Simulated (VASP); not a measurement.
Set up this calculation in VASP 6.6.1, as the native input.

| Item | Value |
| --- | --- |
| Task | single point |
| Functional | PBE |
| Potentials or basis | VASP PAW PBE potentials, release 64 (Eu, Os) |
| Cutoff | 520 eV |
| k mesh | 8 × 8 × 8 |
| Occupations | gaussian, width 0.05 eV |
| Spin | collinear spin, ferromagnetic start |
| Starting moments | [6.77, 0.0, 0.0, 0.0] μB |
| Dipole correction | no |
| Further INCAR settings | ALGO = Normal; EDIFF = 1e-07; NBANDS = 32 |

The structure of EuOs3 lies in POSCAR:

```
EuOs3
1.0
    4.1561114358      0.0000000000      0.0000000000
    0.0000000000      4.1561114358      0.0000000000
    0.0000000000      0.0000000000      4.1561114358
Eu Os
1 3
Direct
    0.0000000000      0.0000000000      0.0000000000
    0.0000000000      0.5000000000      0.5000000000
    0.5000000000      0.5000000000      0.0000000000
    0.5000000000      0.0000000000      0.5000000000
```

One way to write it, as run:

INCAR

```
ALGO = Normal
EDIFF = 1E-7
ENCUT = 520
GGA = PE
ISIF = 2
ISMEAR = 0
ISPIN = 2
LASPH = T
LCHARG = T
LELF = T
LMAXMIX = 6
LORBIT = 11
LREAL = F
LVHAR = T
LWAVE = F
MAGMOM = 6.77 0 0 0
NBANDS = 32
NELM = 150
PREC = Accurate
SIGMA = 0.05
```

KPOINTS

```
k-points
0
Gamma
  8 8 8
```

Potentials or basis: VASP PAW PBE potentials, release 64 (Eu, Os).

Command:

```console
$ cat potpaw_PBE.64/Eu/POTCAR potpaw_PBE.64/Os/POTCAR > POTCAR
$ mpirun -np 1 vasp_std > vasp.out
```

It gave:

- Pressure: -11.9 GPa
- Net moment: 5.32 μB per cell
- Site moments: Eu +6.10; Os -0.34 μB
- Valence electrons inside the program's atomic spheres: Eu 14.89; Os 6.97

Caveat: the cell stands under tension.

Wall time 12 min on 1 thread of Oxide Virtual Turin-like Processor, on a shared host, peak memory 0.27 GiB.
